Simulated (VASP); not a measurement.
A run of VASP 6.6.1:

The input INCAR:

```
SYSTEM = MgS
ALGO = Normal ; EDIFF = 1E-6
ENCUT = 520 ; GGA = PE
ISIF = 2 ; ISMEAR = 0
LASPH = .True. ; LCHARG = .False.
LREAL = .False. ; LWAVE = .False.
NBANDS = 11 ; NELM = 100
PREC = Accurate ; SIGMA = 0.02
```

Contents of KPOINTS:

```
k-points
0
Gamma
  8 8 8
  0 0 0
```

Contents of POSCAR:

```
MgS
1.0
    0.0000000000      2.6992655643      2.6992655643
    2.6992655643      0.0000000000      2.6992655643
    2.6992655643      2.6992655643      0.0000000000
Mg S
1 1
Direct
    0.0000000000      0.0000000000      0.0000000000
    0.5000000000      0.5000000000      0.5000000000
```

Potentials or basis: VASP PAW PBE potentials, release 64 (Mg, S).

The run is started by

```bash
$ cat potpaw_PBE.64/Mg/POTCAR potpaw_PBE.64/S/POTCAR > POTCAR
$ mpirun -np 1 vasp_std > vasp.out
```

Hardware: 1 thread of Intel(R) Xeon(R) 6975P-C (Granite Rapids) (shared host).

Problem. How long does it take, and how much memory?

Solution. Run time: 5 s on 1 thread of Intel(R) Xeon(R) 6975P-C (Granite Rapids) (shared host), peak memory 0.16 GiB. Counts: scf iterations 12, k points 29.
